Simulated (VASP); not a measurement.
# CdTe (Cmcm) in VASP: notebook, part 2 of 3

VASP 6.6.1. The steps go on from the part before.

## (3) Electric field gradients, PBEsol (equal xx and yy strain of -3 %)

File INCAR:

```
SYSTEM = CdTe
ALGO = Normal
EDIFF = 1E-8
ENCUT = 520
GGA = PS
ISIF = 2
ISMEAR = -1
LASPH = .True.
LCHARG = .False.
LEFG = .True.
LREAL = .False.
LWAVE = .False.
NBANDS = 26
NELM = 60
PREC = Accurate
SIGMA = 0.05
```

File KPOINTS:

```
k-points
0
Gamma
  9 9 6
  0 0 0
```

File POSCAR:

```
CdTe
1.0
    2.9733322700     -3.0017707300      0.0000000000
    2.9733322700      3.0017707300      0.0000000000
    0.0000000000      0.0000000000      6.0906520000
Cd Te
2 2
Direct
    0.2770300000      0.7229700000      0.7500000000
    0.7229700000      0.2770300000      0.2500000000
    0.7661370000      0.2338630000      0.7500000000
    0.2338630000      0.7661370000      0.2500000000
```

Potentials or basis: VASP PAW PBE potentials, release 64 (Cd, Te).

Run with:

```console
> cat potpaw_PBE.64/Cd/POTCAR potpaw_PBE.64/Te/POTCAR > POTCAR
> mpirun -np 1 vasp_std > vasp.out
```

OUTCAR:

```text
SYSTEM = CdTe
   EDIFF = 1E-8
   ENCUT = 520
   GGA = PS
   ISIF = 2
   ISMEAR = -1
   LASPH = .True.
   LREAL = .False.
   NELM = 60
   PREC = Accurate

 ion  position               nearest neighbor table
   1  0.277  0.723  0.750-   3 2.94   3 2.97   3 2.97   4 3.06   4 3.06   3 3.07
   2  0.723  0.277  0.250-   4 2.94   4 2.97   4 2.97   3 3.06   3 3.06   4 3.07
   3  0.766  0.234  0.750-   1 2.94   1 2.97   1 2.97   2 3.06   2 3.06   1 3.07
   4  0.234  0.766  0.250-   2 2.94   2 2.97   2 2.97   1 3.06   1 3.06   2 3.07

  LATTYP: Found a base centered orthorhombic cell.
 ALAT       =     5.9466645400
 B/A-ratio  =     1.0095645079
 C/A-ratio  =     1.0242131466

  Lattice vectors:

 A1 = (   2.9733322700,  -3.0017707300,   0.0000000000)
 A2 = (   2.9733322700,   3.0017707300,   0.0000000000)
 A3 = (   0.0000000000,   0.0000000000,   6.0906520000)

Analysis of symmetry for initial positions (statically):
=====================================================================
 Subroutine PRICEL returns:
 Original cell was already a primitive cell.

 Routine SETGRP: Setting up the symmetry group for a
 base centered orthorhombic supercell.

 Subroutine GETGRP returns: Found  8 space group operations
 (whereof  4 operations were pure point group operations)
 out of a pool of  8 trial point group operations.

The static configuration has the point symmetry C_2h.
 The point group associated with its full space group is D_2h.

Analysis of symmetry for dynamics (positions and initial velocities):
=====================================================================
 Subroutine PRICEL returns:
 Original cell was already a primitive cell.
[... 173 lines left out ...]
      5      -4.0709      2.00000
      6      -4.0663      2.00000
[... 685 lines left out ...]
     25      13.4976      0.00000
     26      13.7215      0.00000

 [... further k-points ...]
[... 5 lines left out ...]
  --------------------------------------------------------------------------------------
  -------------------------------------------------------------------------------------
  Total        0.3209721      0.1244416     -0.6765836      0.0000000     -0.0000000      0.0000000
  in kB        4.7300221      1.8338402     -9.9705079      0.0000000     -0.0000000      0.0000000
  external PRESSURE =      -1.1355485 kB  Pullay stress =       0.0000000 kB

 VOLUME and BASIS-vectors are now :
 -----------------------------------------------------------------------------
  energy-cutoff  :      520.00
  volume of cell :      108.72
      direct lattice vectors                 reciprocal lattice vectors
     2.973332270 -3.001770730  0.000000000     0.168161495 -0.166568351  0.000000000
     2.973332270  3.001770730  0.000000000     0.168161495  0.166568351  0.000000000
     0.000000000  0.000000000  6.090652000     0.000000000  0.000000000  0.164186035

 POSITION                                       TOTAL-FORCE (eV/Angst)
 -----------------------------------------------------------------------------------
      2.97333      1.33861      4.56799         0.000000      0.109676      0.000000
      2.97333     -1.33861      1.52266         0.000000     -0.109676      0.000000
      2.97333     -1.59776      4.56799         0.000000     -0.017854     -0.000000
      2.97333      1.59776      1.52266         0.000000      0.017854     -0.000000
 -----------------------------------------------------------------------------------
    total drift:                                0.000000      0.000000      0.000000

  FREE ENERGIE OF THE ION-ELECTRON SYSTEM (eV)
  ---------------------------------------------------
  free  energy   TOTEN  =       -10.4769459502 eV

  energy  without entropy=      -10.4630659937  energy(sigma->0) =      -10.47000597

 Electric field gradients (V/A^2)
---------------------------------------------------------------------
 ion       V_xx      V_yy      V_zz      V_xy      V_xz      V_yz
---------------------------------------------------------------------
   1     -11.075    -4.249    15.324     0.000    -0.000     0.000
   2     -11.075    -4.249    15.324     0.000    -0.000     0.000
   3      28.930    17.194   -46.124     0.000     0.000     0.000
   4      28.930    17.194   -46.124    -0.000     0.000    -0.000
---------------------------------------------------------------------

 Electric field gradients after diagonalization (V/A^2)
 (convention: |V_zz| > |V_xx| > |V_yy|)
----------------------------------------------------------------------
 ion       V_xx      V_yy      V_zz     asymmetry (V_yy - V_xx)/ V_zz
----------------------------------------------------------------------
   1     -11.075    -4.249    15.324       0.445
   2     -11.075    -4.249    15.324       0.445
   3      28.930    17.194   -46.124       0.254
   4      28.930    17.194   -46.124       0.254
----------------------------------------------------------------------

           NMR quadrupolar parameters

 Cq : quadrupolar parameter    Cq=e*Q*V_zz/h
 eta: asymmetry parameters     (V_yy - V_xx)/ V_zz
 Q  : nuclear electric quadrupole moment in mb (millibarn)
----------------------------------------------------------------------
 ion       Cq(MHz)       eta       Q (mb)
----------------------------------------------------------------------
   1       0.037       0.445       1.000
   2       0.037       0.445       1.000
   3      -0.112       0.254       1.000
   4      -0.112       0.254       1.000
----------------------------------------------------------------------
```

OSZICAR:

```text
N       E                     dE             d eps       ncg     rms          rms(c)
DAV:   1     0.224547309942E+03    0.22455E+03   -0.16599E+04  5200   0.124E+03
DAV:   2    -0.452785235339E+00   -0.22500E+03   -0.21767E+03  5652   0.299E+02
DAV:   3    -0.108983989813E+02   -0.10446E+02   -0.10343E+02  6258   0.653E+01
DAV:   4    -0.110109813650E+02   -0.11258E+00   -0.11248E+00  6306   0.575E+00
DAV:   5    -0.110126282551E+02   -0.16469E-02   -0.16469E-02  6036   0.650E-01    0.853E+00
DAV:   6    -0.105030068309E+02    0.50962E+00   -0.11087E+00  5522   0.106E+01    0.698E+00
DAV:   7    -0.104799708298E+02    0.23036E-01   -0.26863E-01  5880   0.273E+00    0.252E+00
DAV:   8    -0.104773441747E+02    0.26267E-02   -0.23106E-02  5496   0.153E+00    0.650E-01
DAV:   9    -0.104769750778E+02    0.36910E-03   -0.25668E-03  5902   0.466E-01    0.117E-01
DAV:  10    -0.104769395500E+02    0.35528E-04   -0.24099E-04  5552   0.156E-01    0.428E-02
DAV:  11    -0.104769546695E+02   -0.15120E-04   -0.10382E-04  6164   0.793E-02    0.459E-02
DAV:  12    -0.104769461899E+02    0.84796E-05   -0.31056E-05  5424   0.532E-02    0.172E-02
DAV:  13    -0.104769466363E+02   -0.44640E-06   -0.23040E-06  5756   0.799E-03    0.190E-02
DAV:  14    -0.104769464355E+02    0.20078E-06   -0.51470E-06  5564   0.133E-02    0.497E-02
DAV:  15    -0.104769458006E+02    0.63485E-06   -0.23755E-06  5328   0.886E-03    0.163E-02
DAV:  16    -0.104769458789E+02   -0.78262E-07   -0.43590E-07  5500   0.282E-03    0.609E-03
DAV:  17    -0.104769459446E+02   -0.65701E-07   -0.42179E-08  5934   0.111E-03    0.147E-03
DAV:  18    -0.104769459502E+02   -0.55766E-08   -0.41267E-09  2818   0.341E-04
   1 F= -.10476946E+02 E0= -.10470006E+02  d E =-.138800E-01
```

It took 1.8 min on 1 thread of Intel Xeon 6975P-C (Granite Rapids), shared host; peak memory 0.38 GiB.

What came out:

```
Free energy                             : -10.4769 eV
Pressure                                : -0.1 GPa
Largest force                           : 0.110 eV/Å
Band gap on the k mesh                  : zero (bands 18 and 19 overlap by 1.34 eV)
Largest electric field gradient by atom : Cd +15.3; Te -46.1 V/Å²
```

Forces on the atoms (eV/Å):
```
Cd   0.000  0.110  0.000
Cd   0.000 -0.110  0.000
Te   0.000 -0.018  0.000
Te   0.000  0.018  0.000
```

Levels at points of the mesh, in eV from the Fermi level:
```tsv
k point	band 14	band 15	band 16	band 17	band 18	band 19	band 20	band 21	band 22	band 23
(0.00, 0.00, 0.00)	-2.19	-2.14	-1.27	-0.59	-0.47	-0.33	0.48	4.18	6.98	6.98
(0.00, 0.00, 0.50)	-2.84	-1.44	-1.44	-1.38	-1.38	1.40	1.40	4.96	4.96	5.75
```

Electric field gradients, principal values (V/Å²):
```
atom   least   middle  greatest (by size)
1 Cd  -4.249  -11.075              15.324
2 Cd  -4.249  -11.075              15.324
3 Te  17.194   28.930             -46.124
4 Te  17.194   28.930             -46.124
```

Caveat: the cell differs from its parent crystal (equal xx and yy strain of -3 %); without QUAD_EFG the Cq values of the log hold for a quadrupole moment of 1 mb, not for the nuclei; the PAW data sets were made with another functional, which shifts forces and pressure a little; spin-orbit coupling is left out, which moves the levels of the heavy elements.

[end of part 2 of 3]
